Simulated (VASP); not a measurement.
# P in VASP: further runs, part 2 of 2

VASP 6.6.1. The steps go on from the part before.

## (3) Single point, r2SCAN

POSCAR

```
P
1.0
    3.0280000000      0.0000000000      0.0000000000
   -1.5140000000      2.6223249227      0.0000000000
    0.0000000000      0.0000000000     28.0000000000
P
2
Direct
    0.3333333333      0.6666666667      0.5327678571
    0.6666666667      0.3333333333      0.4672321429
```

INCAR.step1

```
SYSTEM = P
ALGO = Normal ; DIPOL = 0.5 0.5 0.500
EDIFF = 1E-4 ; ENCUT = 520
GGA = PE ; IDIPOL = 3
ISMEAR = 0 ; LASPH = .True.
LCHARG = .False. ; LDIPOL = .True.
LREAL = .False. ; LWAVE = .True.
NBANDS = 12 ; NELM = 80
PREC = Accurate ; SIGMA = 0.02
```

INCAR.step2

```
SYSTEM = P
ALGO = Normal ; DIPOL = 0.5 0.5 0.500
EDIFF = 1E-7 ; ENCUT = 520
IDIPOL = 3 ; ISIF = 2
ISMEAR = 0 ; ISTART = 1
LASPH = .True. ; LCHARG = .False.
LDIPOL = .True. ; LMIXTAU = .True.
LREAL = .False. ; LWAVE = .False.
METAGGA = R2SCAN ; NBANDS = 12
NELM = 80 ; PREC = Accurate
SIGMA = 0.02
```

KPOINTS

```
k-points
0
Gamma
  9 9 1
  0 0 0
```

Potentials or basis: VASP PAW PBE potentials, release 64 (P).

On the command line:

```sh
$ cat potpaw_PBE.64/P/POTCAR > POTCAR
$ cp INCAR.step1 INCAR
$ mpirun -np 1 vasp_std > vasp.out
$ cp INCAR.step2 INCAR
$ mpirun -np 1 vasp_std > vasp.out
```

OUTCAR:

```text
SYSTEM = P
   EDIFF = 1E-7
   ENCUT = 520
   ISIF = 2
   ISMEAR = 0
   ISTART = 1
   LASPH = .True.
   LREAL = .False.
   METAGGA = R2SCAN
   NELM = 80
   PREC = Accurate

 ion  position               nearest neighbor table
   1  0.333  0.667  0.533-   2 2.53   2 2.53   2 2.53
   2  0.667  0.333  0.467-   1 2.53   1 2.53   1 2.53

  LATTYP: Found a hexagonal cell.
 ALAT       =     3.0280000000
 C/A-ratio  =     9.2470277411

  Lattice vectors:

 A1 = (   3.0280000000,   0.0000000000,   0.0000000000)
 A2 = (  -1.5140000000,   2.6223249227,   0.0000000000)
 A3 = (   0.0000000000,   0.0000000000,  28.0000000000)

Analysis of symmetry for initial positions (statically):
=====================================================================
 Subroutine PRICEL returns:
 Original cell was already a primitive cell.

 Routine SETGRP: Setting up the symmetry group for a
 hexagonal supercell.

 Subroutine GETGRP returns: Found 12 space group operations
 (whereof 12 operations were pure point group operations)
 out of a pool of 24 trial point group operations.

The static configuration has the point symmetry D_3d.

Analysis of symmetry for dynamics (positions and initial velocities):
=====================================================================
 Subroutine PRICEL returns:
 Original cell was already a primitive cell.

 Routine SETGRP: Setting up the symmetry group for a
 hexagonal supercell.

 Subroutine GETGRP returns: Found 12 space group operations
 (whereof 12 operations were pure point group operations)
 out of a pool of 24 trial point group operations.

The dynamic configuration has the point symmetry D_3d.

 Subroutine INISYM returns: Found 12 space group operations
 (whereof 12 operations are pure point group operations),
 and found     1 'primitive' translations

----------------------------------------------------------------------------------------

                                     Primitive cell

[... 113 lines left out ...]
 NGX is ok and might be reduce to    24
   NGX = 11   NGY = 11   NGZ =105

 dipolmoment           0.000000      0.000000      0.000000 electrons x Angstroem

 number of electron      10.0000000 magnetization

 dipolmoment           0.000000      0.000000     -0.000000 electrons x Angstroem

 Free energy of the ion-electron system (eV)
  ---------------------------------------------------
  ext. energy  EPLUGINS =         0.00000000
  ---------------------------------------------------
  free energy    TOTEN  =       -15.88294386 eV

  energy without entropy =      -15.88284790  energy(sigma->0) =      -15.88289588

 E-fermi :  -2.7803     XC(G=0):  -2.1418

 val. band max:       -2.8145072537   @ k =   0.4444   0.0000   0.0000
 cond. band min:      -2.7428318285   @ k =   0.3333   0.1111   0.0000
 fundamental gap:      0.0716754252
 Fermi energy:        -2.7803408940

 k-point     1 :       0.0000    0.0000    0.0000
  band No.  band energies     occupation
      1     -18.0006      2.00000
      2     -13.0289      2.00000
      3      -6.7391      2.00000
      4      -0.3561      0.00000
      5      -0.3561      0.00000
      6      -0.2425      0.00000
      7       1.7801      0.00000
      8       1.9025      0.00000
      9       1.9025      0.00000
     10       2.0874      0.00000
     11       2.1043      0.00000
     12       2.8393      0.00000
[... 151 lines left out ...]
 k-point    12 :       0.3333    0.3333    0.0000
  band No.  band energies     occupation
      1     -12.3676      2.00000
      2     -12.3676      2.00000
      3      -8.1453      2.00000
      4      -6.3557      2.00000
      5      -6.3557      2.00000
      6      -3.8342      2.00000
      7      -0.5633      0.00000
      8      -0.5633      0.00000
      9       4.3008      0.00000
     10       7.4521      0.00000
     11       7.4521      0.00000
     12       8.2657      0.00000

------------------------ aborting loop because EDIFF is reached ----------------------------------------

 vacuum level on the upper side and lower side of the slab       (xc-potential included)        -0.005        -0.005

  FORCE on cell =-STRESS in cart. coord.  units (eV):
  Direction    XX          YY          ZZ          XY          YZ          ZX
  --------------------------------------------------------------------------------------
  -------------------------------------------------------------------------------------
  Total       -1.2553770     -1.2553770     -5.0037579      0.0000000     -0.0000000      0.0000000
  in kB       -9.0465781     -9.0465781    -36.0584009      0.0000000     -0.0000000      0.0000000
  external PRESSURE =     -18.0505190 kB  Pullay stress =       0.0000000 kB

 VOLUME and BASIS-vectors are now :
 -----------------------------------------------------------------------------
  energy-cutoff  :      520.00
  volume of cell :      222.33
      direct lattice vectors                 reciprocal lattice vectors
     3.028000000  0.000000000  0.000000000     0.330250991  0.190670498  0.000000000
    -1.514000000  2.622324923  0.000000000     0.000000000  0.381340997  0.000000000
     0.000000000  0.000000000 28.000000000     0.000000000  0.000000000  0.035714286

 POSITION                                       TOTAL-FORCE (eV/Angst)
 -----------------------------------------------------------------------------------
     -0.00000      1.74822     14.91750         0.000000     -0.000000     -2.721358
      1.51400      0.87411     13.08250        -0.000000      0.000000      2.721358
 -----------------------------------------------------------------------------------
    total drift:                                0.000000      0.000000     -0.000000

  FREE ENERGIE OF THE ION-ELECTRON SYSTEM (eV)
  ---------------------------------------------------
  free  energy   TOTEN  =       -15.8829438637 eV

  energy  without entropy=      -15.8828479049  energy(sigma->0) =      -15.88289588

 vacuum level on the upper side and lower side of the slab         1.857         1.857
```

OUTCAR.step1:

```text
SYSTEM = P
   EDIFF = 1E-4
   ENCUT = 520
   GGA = PE
   ISMEAR = 0
   LASPH = .True.
   LREAL = .False.
   NELM = 80
   PREC = Accurate

[... 391 lines left out ...]
      1.51400      0.87411     13.08250         0.000000      0.000000      2.265476
 -----------------------------------------------------------------------------------
    total drift:                                0.000000     -0.000000     -0.000000

  FREE ENERGIE OF THE ION-ELECTRON SYSTEM (eV)
  ---------------------------------------------------
  free  energy   TOTEN  =        -9.0929126076 eV

  energy  without entropy=       -9.0915399626  energy(sigma->0) =       -9.09222629

 vacuum level on the upper side and lower side of the slab         1.845         1.845
```

Wall time 1.7 min (1 thread of Intel Xeon 6975P-C (Granite Rapids), shared host); peak memory 0.37 GiB.

Results:

```yaml
Free_energy: -15.8829 eV
Largest_force: 2.721 eV/Å
Band_gap_on_the_k_mesh: zero (bands 5 and 6 overlap by 3.48 eV)
```

Forces on the atoms (eV/Å):
```
P    0.000  0.000 -2.721
P    0.000  0.000  2.721
```

Caveat: the PAW data sets were made with another functional, which shifts forces and pressure a little.
